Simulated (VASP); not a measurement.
# TePtSe3 (Pm-3m) in VASP: further runs

The runs below take TePtSe3 through single point, with PBE.

All numbers are computed with VASP 6.6.1; they aren't measurements. Logs are shortened: lines on timing, memory, paths and dates and some standing lists are left out, and cuts for length are marked.

**1. The cell of the first run**

It takes space group Pm-3m (No. 221, cubic). The conventional cell has a = 4.961 Å, b = 4.961 Å, c = 4.961 Å, α = 90.00°, β = 90.00°, γ = 90.00°. Te (site symmetry m-3m) has 12 Se at 3.51 Å and 8 Pt at 4.30 Å within 4.6 Å. Pt (site symmetry m-3m) has 6 Se at 2.48 Å within 3.3 Å. Se (site symmetry 4/mmm) has 2 Pt at 2.48 Å within 3.3 Å.

The cell was generated, and may not be a known phase.

**2. Single point, PBE**

File INCAR:

```
SYSTEM = TePtSe3
PREC = Accurate
ENCUT = 520
EDIFF = 1E-6
ISMEAR = 0
SIGMA = 0.1
LREAL = .FALSE.
LASPH = .TRUE.
NELM = 60
ALGO = Normal
ISIF = 2
LWAVE = .FALSE.
LCHARG = .TRUE.
GGA = PE
LELF = .TRUE.
LVHAR = .TRUE.
NBANDS = 25
```

File KPOINTS:

```
regular mesh
0
G
  4 4 4
  0 0 0
```

File POSCAR:

```
TePtSe3
1.0
    4.9614829269      0.0000000000      0.0000000000
    0.0000000000      4.9614829269      0.0000000000
    0.0000000000      0.0000000000      4.9614829269
Te Pt Se
1 1 3
Direct
    0.5000000000      0.5000000000      0.5000000000
    0.0000000000      0.0000000000      0.0000000000
    0.5000000000      0.0000000000      0.0000000000
    0.0000000000      0.5000000000      0.0000000000
    0.0000000000      0.0000000000      0.5000000000
```

Potentials or basis: VASP PAW PBE potentials, release 64 (Te, Pt, Se).

Started as:

```sh
> cat potpaw_PBE.64/Te/POTCAR potpaw_PBE.64/Pt/POTCAR potpaw_PBE.64/Se/POTCAR > POTCAR
> mpirun -np 1 vasp_std > vasp.out
```

OUTCAR:

```text
SYSTEM = TePtSe3
   PREC = Accurate
   ENCUT = 520
   EDIFF = 1E-6
   ISMEAR = 0
   LREAL = .FALSE.
   LASPH = .TRUE.
   NELM = 60
   ISIF = 2
   GGA = PE

 ion  position               nearest neighbor table
   1  0.500  0.500  0.500-
   2  0.000  0.000  0.000-   3 2.48   4 2.48   5 2.48   5 2.48   4 2.48   3 2.48
   3  0.500  0.000  0.000-   2 2.48   2 2.48
   4  0.000  0.500  0.000-   2 2.48   2 2.48
   5  0.000  0.000  0.500-   2 2.48   2 2.48

  LATTYP: Found a simple cubic cell.
 ALAT       =     4.9614829269

  Lattice vectors:

 A1 = (   4.9614829269,   0.0000000000,   0.0000000000)
 A2 = (   0.0000000000,   4.9614829269,   0.0000000000)
 A3 = (   0.0000000000,   0.0000000000,   4.9614829269)

Analysis of symmetry for initial positions (statically):
=====================================================================
 Subroutine PRICEL returns:
 Original cell was already a primitive cell.

 Routine SETGRP: Setting up the symmetry group for a
 simple cubic supercell.

 Subroutine GETGRP returns: Found 48 space group operations
 (whereof 48 operations were pure point group operations)
 out of a pool of 48 trial point group operations.

The static configuration has the point symmetry O_h .

Analysis of symmetry for dynamics (positions and initial velocities):
=====================================================================
 Subroutine PRICEL returns:
 Original cell was already a primitive cell.

 Routine SETGRP: Setting up the symmetry group for a
 simple cubic supercell.

 Subroutine GETGRP returns: Found 48 space group operations
 (whereof 48 operations were pure point group operations)
 out of a pool of 48 trial point group operations.

The dynamic configuration has the point symmetry O_h .

 Subroutine INISYM returns: Found 48 space group operations
 (whereof 48 operations are pure point group operations),
 and found     1 'primitive' translations

----------------------------------------------------------------------------------------

                                     Primitive cell

  volume of cell :     122.1334

  direct lattice vectors                    reciprocal lattice vectors
     4.961482927  0.000000000  0.000000000     0.201552644  0.000000000  0.000000000
     0.000000000  4.961482927  0.000000000     0.000000000  0.201552644  0.000000000
     0.000000000  0.000000000  4.961482927     0.000000000  0.000000000  0.201552644

  length of vectors
     4.961482927  4.961482927  4.961482927     0.201552644  0.201552644  0.201552644

  position of ions in fractional coordinates (direct lattice)
     0.500000000  0.500000000  0.500000000
     0.000000000  0.000000000  0.000000000
     0.500000000  0.000000000  0.000000000
     0.000000000  0.500000000  0.000000000
     0.000000000  0.000000000  0.500000000

  ion indices of the primitive-cell ions
   primitive index   ion index
                 1           1
                 2           2
                 3           3
                 4           4
                 5           5

----------------------------------------------------------------------------------------

 KPOINTS: regular mesh

Automatic generation of k-mesh.
 Grid dimensions read from file:
 generate k-points for:    4    4    4

 Generating k-lattice:

  Cartesian coordinates                     Fractional coordinates (reciprocal lattice)
     0.050388161  0.000000000  0.000000000     0.250000000  0.000000000  0.000000000
     0.000000000  0.050388161  0.000000000     0.000000000  0.250000000  0.000000000
     0.000000000  0.000000000  0.050388161     0.000000000  0.000000000  0.250000000

  Length of vectors
     0.050388161  0.050388161  0.050388161

  Shift w.r.t. Gamma in fractional coordinates (k-lattice)
     0.000000000  0.000000000  0.000000000

 Subroutine IBZKPT returns following result:
 ===========================================

 Found     10 irreducible k-points:

 Following reciprocal coordinates:
            Coordinates               Weight
  0.000000  0.000000  0.000000      1.000000
  0.250000  0.000000  0.000000      6.000000
  0.500000  0.000000  0.000000      3.000000
  0.250000  0.250000  0.000000     12.000000
  0.500000  0.250000  0.000000     12.000000
  0.500000  0.500000  0.000000      3.000000
  0.250000  0.250000  0.250000      8.000000
  0.500000  0.250000  0.250000     12.000000
  0.500000  0.500000  0.250000      6.000000
  0.500000  0.500000  0.500000      1.000000
   k-points           NKPTS =     10   k-points in BZ     NKDIM =     10   number of bands    NBANDS=     25
   number of dos      NEDOS =    301   number of ions     NIONS =      5
   total plane-waves  NPLWV =  64000
   dimension x,y,z NGX =    40 NGY =   40 NGZ =   40
   dimension x,y,z NGXF=    80 NGYF=   80 NGZF=   80
   ions per type =               1   1   3
   NGX,Y,Z   is equivalent  to a cutoff of  13.40, 13.40, 13.40 a.u.
   NGXF,Y,Z  is equivalent  to a cutoff of  26.81, 26.81, 26.81 a.u.
 SYSTEM =  TePtSe3
   PREC   = accura    normal or accurate (medium, high low for compatibility)
   ISTART =      0    job   : 0-new  1-cont  2-samecut
   ICHARG =      2    charge: 1-file 2-atom 10-const
   ISPIN  =      1    spin polarized calculation?
   LNONCOLLINEAR =      F non collinear calculations
   LSORBIT =      F    spin-orbit coupling
   LASPH  =      T    aspherical Exc in radial PAW
   ENCUT  =  520.0 eV  38.22 Ry    6.18 a.u.   9.23  9.23  9.23*2*pi/ulx,y,z
   NELM   =     60;   NELMIN=  2; NELMDL= -5     # of ELM steps
   EDIFF  = 0.1E-05   stopping-criterion for ELM
   LREAL  =      F    real-space projection
   EDIFFG = 0.1E-04   stopping-criterion for IOM
   NSW    =      0    number of steps for IOM
   IBRION =     -1    ionic relax: 0-MD 1-quasi-New 2-CG
   NFREE  =      0    steps in history (QN), initial steepest desc. (CG)
   ISIF   =      2    stress and relaxation
   ISYM   =      2    0-nonsym 1-usesym 2-fastsym
   POTIM  = 0.5000    time-step for ionic-motion
   TEBEG  =    0.0;   TEEND  =   0.0 temperature during run
   PSTRESS=    0.0 pullay stress
   NELECT =      34.0000    total number of electrons
   NUPDOWN=      -1.0000    fix difference up-down
   EMIN   =  10.00;   EMAX   =-10.00  energy-range for DOS
   EFERMI =   0.00;   METHOD = LEGACY
   ISMEAR =     0;   SIGMA  =   0.10  broadening in eV -4-tet -1-fermi 0-gaus
   EFERMI_NEDOS =   21; number of points for ismear=-14 and -15
   IALGO  =     38    algorithm
   IMIX   =      4    mixing-type and parameters
     AMIX     =   0.40;   BMIX     =  1.00
     AMIX_MAG =   1.60;   BMIX_MAG =  1.00
  volume/ion in A,a.u.               =      24.43       164.84
  Fermi-wavevector in a.u.,A,eV,Ry     =   1.068947  2.020018 15.546675  1.142648
  Thomas-Fermi vector in A             =   2.204611
   LORBIT       =      0    0 simple, 1 ext, 2 COOP (PROOUT), +10 PAW based schemes
   GGA     = PE    functional components
   LHFCALC =     F    Hartree Fock is set to
   AEXX    =    0.0000 exact exchange contribution
   IVDW    =     0    specifies the selected vdW correction
   LEPSILON=     F    determine dielectric tensor
   LRPA    =     F    only Hartree local field effects (RPA)
 non-spin polarized calculation
 Gauss-broadening in eV      SIGMA  =   0.10
  energy-cutoff  :      520.00
  volume of cell :      122.13
 maximum number of plane-waves:      3328
 NGX is ok and might be reduce to    40
   NGX = 19   NGY = 19   NGZ = 19

 number of electron      33.9999998 magnetization

 Free energy of the ion-electron system (eV)
  ---------------------------------------------------
  ext. energy  EPLUGINS =         0.00000000
  ---------------------------------------------------
  free energy    TOTEN  =       -18.10886150 eV

  energy without entropy =      -18.08490434  energy(sigma->0) =      -18.09688292

 E-fermi :   4.7583     XC(G=0):  -9.9868

 val. band max:        4.7520356723   @ k =   0.5000   0.2500   0.0000
 cond. band min:       5.1264788585   @ k =   0.5000   0.2500   0.0000
 fundamental gap:      0.3744431862
 Fermi energy:         4.7583305139

 k-point     1 :       0.0000    0.0000    0.0000
  band No.  band energies     occupation
      1      -9.4107      2.00000
      2      -7.6695      2.00000
      3      -7.6695      2.00000
      4      -5.3819      2.00000
      5       0.2173      2.00000
      6       0.2173      2.00000
[... 17 lines left out ...]
     24       9.7087      0.00000
     25      11.6401      0.00000

 k-point     2 :       0.2500    0.0000    0.0000
  band No.  band energies     occupation
      1      -9.1683      2.00000
      2      -7.7559      2.00000
      3      -7.6578      2.00000
      4      -5.4955      2.00000
      5      -0.6327      2.00000
      6       0.3057      2.00000
[... 17 lines left out ...]
     24      10.8283      0.00000
     25      11.7518      0.00000

 k-point     3 :       0.5000    0.0000    0.0000
  band No.  band energies     occupation
      1      -8.8037      2.00000
      2      -7.9959      2.00000
      3      -7.6461      2.00000
      4      -5.5314      2.00000
      5      -1.4915      2.00000
      6       0.3964      2.00000
[... 17 lines left out ...]
     24      12.1302      0.00000
     25      12.4521      0.00000

 k-point     4 :       0.2500    0.2500    0.0000
  band No.  band energies     occupation
      1      -8.9290      2.00000
      2      -7.7287      2.00000
      3      -7.7012      2.00000
      4      -5.6135      2.00000
      5      -0.6945      2.00000
      6      -0.5340      2.00000
[... 17 lines left out ...]
     24      11.6097      0.00000
     25      12.8372      0.00000
[... 85 lines left out ...]
 k-point     8 :       0.5000    0.2500    0.2500
  band No.  band energies     occupation
      1      -8.3375      2.00000
      2      -7.8255      2.00000
      3      -7.6828      2.00000
      4      -5.7216      2.00000
      5      -1.7049      2.00000
      6      -0.6309      2.00000
[... 17 lines left out ...]
     24      12.6307      0.00000
     25      12.7465      0.00000

 k-point     9 :       0.5000    0.5000    0.2500
  band No.  band energies     occupation
      1      -8.0086      2.00000
      2      -7.7482      2.00000
      3      -7.7482      2.00000
      4      -5.7708      2.00000
      5      -2.1482      2.00000
      6      -1.1301      2.00000
[... 17 lines left out ...]
     24      11.8321      0.00000
     25      13.1607      0.00000

 k-point    10 :       0.5000    0.5000    0.5000
  band No.  band energies     occupation
      1      -7.7136      2.00000
      2      -7.7136      2.00000
      3      -7.7136      2.00000
      4      -5.6841      2.00000
      5      -2.6211      2.00000
      6      -1.1258      2.00000
[... 17 lines left out ...]
     24      10.4776      0.00000
     25      12.4320      0.00000

------------------------ aborting loop because EDIFF is reached ----------------------------------------

  FORCE on cell =-STRESS in cart. coord.  units (eV):
  Direction    XX          YY          ZZ          XY          YZ          ZX
  --------------------------------------------------------------------------------------
  -------------------------------------------------------------------------------------
  Total       -0.0216939     -0.0216939     -0.0216939      0.0000000      0.0000000     -0.0000000
  in kB       -0.2845864     -0.2845864     -0.2845864      0.0000000      0.0000000     -0.0000000
  external PRESSURE =      -0.2845864 kB  Pullay stress =       0.0000000 kB

 VOLUME and BASIS-vectors are now :
 -----------------------------------------------------------------------------
  energy-cutoff  :      520.00
  volume of cell :      122.13
      direct lattice vectors                 reciprocal lattice vectors
     4.961482927  0.000000000  0.000000000     0.201552644  0.000000000  0.000000000
     0.000000000  4.961482927  0.000000000     0.000000000  0.201552644  0.000000000
     0.000000000  0.000000000  4.961482927     0.000000000  0.000000000  0.201552644

 POSITION                                       TOTAL-FORCE (eV/Angst)
 -----------------------------------------------------------------------------------
      2.48074      2.48074      2.48074         0.000000      0.000000      0.000000
      0.00000      0.00000      0.00000         0.000000      0.000000      0.000000
      2.48074      0.00000      0.00000         0.000000      0.000000      0.000000
      0.00000      2.48074      0.00000         0.000000      0.000000      0.000000
      0.00000      0.00000      2.48074         0.000000      0.000000      0.000000
 -----------------------------------------------------------------------------------
    total drift:                                0.000000      0.000000     -0.000000

  FREE ENERGIE OF THE ION-ELECTRON SYSTEM (eV)
  ---------------------------------------------------
  free  energy   TOTEN  =       -18.1088614950 eV

  energy  without entropy=      -18.0849043378  energy(sigma->0) =      -18.09688292
```

It took 44 s on 1 thread of Intel Xeon Platinum 8259CL at 2.50GHz (Skylake/Cascade Lake), shared host; peak memory 0.25 GiB.

Results:

| Property | Result |
| --- | --- |
| Free energy | -18.1089 eV |
| Pressure | 0.0 GPa |
| Band gap on the k mesh | zero (bands 17 and 18 overlap by 2.93 eV) |

Levels at points of the mesh, in eV from the Fermi level:
| k point | band 15 | band 16 | band 17 | band 18 | band 19 | band 20 |
| --- | --- | --- | --- | --- | --- | --- |
| (0.00, 0.00, 0.00) | -1.39 | -0.97 | -0.97 | -0.97 | 1.49 | 1.49 |
| (0.50, 0.00, 0.00) | -1.50 | -1.49 | -0.59 | -0.59 | -0.14 | 0.97 |
| (0.50, 0.50, 0.00) | -0.60 | -0.24 | -0.24 | 0.47 | 1.00 | 1.00 |
| (0.50, 0.50, 0.50) | 0.52 | 0.52 | 1.96 | 1.96 | 1.96 | 4.58 |

Caveat: spin-orbit coupling is left out, which moves the levels of the heavy elements.

[end of part 1 of 2]

The gap in the log of VASP goes by the Fermi energy; the results here count the filled bands.